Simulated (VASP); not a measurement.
# Si16Ge (a cell with a defect): single point with r2SCAN

The system is Si16Ge (a cell with a defect).

```
Si Ge
1.0
     0.00000    5.43000    5.43000
     5.43000    0.00000    5.43000
     5.43000    5.43000    0.00000
Si Ge
16 1
Direct
  0.01341 0.01365 0.95992
  0.11849 0.11873 0.11770
  0.00101 0.00125 0.48792
  0.13827 0.13851 0.58534
  0.96700 0.51608 0.00146
  0.11849 0.64571 0.11770
  0.00101 0.51047 0.48792
  0.10969 0.63068 0.62958
  0.51584 0.96724 0.00147
  0.64548 0.11873 0.11771
  0.51023 0.00125 0.48792
  0.63044 0.10993 0.62958
  0.51585 0.51609 0.00146
  0.60537 0.60561 0.18404
  0.47890 0.47914 0.56346
  0.63045 0.63068 0.62958
  0.32700 0.32724 0.01916
```

```yaml
Program: VASP 6.6.1
Task: single point
Functional: r2SCAN
Potentials_or_basis: VASP PAW PBE potentials, release 64 (Si, Ge_d)
Cutoff: 520 eV
k_mesh: 2 × 2 × 2
Occupations: gaussian, width 0.05 eV
Spin: no spin polarisation
```

```yaml
Pressure: 4.8 GPa
Largest_force: 0.043 eV/Å
Band_gap_on_the_k_mesh: 0.14 eV
```

Forces on the atoms (eV/Å):
```
Si  -0.010 -0.010  0.011
Si  -0.002 -0.002 -0.010
Si   0.000  0.000 -0.004
Si   0.002  0.002 -0.002
Si   0.007  0.002 -0.007
Si   0.009 -0.003  0.002
Si   0.004 -0.001  0.000
Si  -0.001 -0.013  0.002
Si   0.002  0.007 -0.007
Si  -0.003  0.009  0.002
Si  -0.001  0.004  0.000
Si  -0.013 -0.001  0.002
Si   0.007  0.007 -0.002
Si  -0.018 -0.018  0.017
Si  -0.007 -0.007  0.008
Si  -0.002 -0.002  0.012
Ge   0.025  0.025 -0.025
```

Stress tensor (GPa, compression positive):
```
 4.78 -0.62  0.62
-0.62  4.78  0.62
 0.62  0.62  4.78
```

Levels at points of the mesh, in eV from the valence-band top:
| k point | band 36 | band 37 | band 38 | band 39 | band 40 | band 41 | band 42 | band 43 |
| --- | --- | --- | --- | --- | --- | --- | --- | --- |
| (0.00, 0.00, 0.00) | -1.25 | -0.59 | -0.59 | -0.57 | 0.14 | 0.14 | 0.43 | 0.43 |
| (0.50, 0.00, 0.00) | -1.49 | -1.42 | -0.91 | -0.18 | 0.37 | 0.95 | 1.11 | 1.31 |
| (0.00, 0.00, 0.50) | -1.37 | -1.35 | -1.35 | -0.01 | 0.67 | 0.67 | 1.43 | 1.43 |
| (0.50, 0.50, 0.50) | -1.49 | -1.42 | -0.91 | -0.18 | 0.37 | 0.95 | 1.11 | 1.31 |
| (0.50, 0.50, 0.00) | -1.96 | -1.85 | -0.68 | 0.00 | 0.62 | 1.55 | 1.69 | 1.95 |
| (0.00, 0.50, 0.50) | -1.96 | -1.85 | -0.68 | 0.00 | 0.62 | 1.55 | 1.69 | 1.95 |

It took 4.7 min on 1 thread of Intel(R) Xeon(R) 6975P-C (Granite Rapids) (shared host), peak memory 0.55 GiB.

Caveat: the k points lie up to 0.50 Å⁻¹ apart; the PAW data sets were made with another functional, which shifts forces and pressure a little.
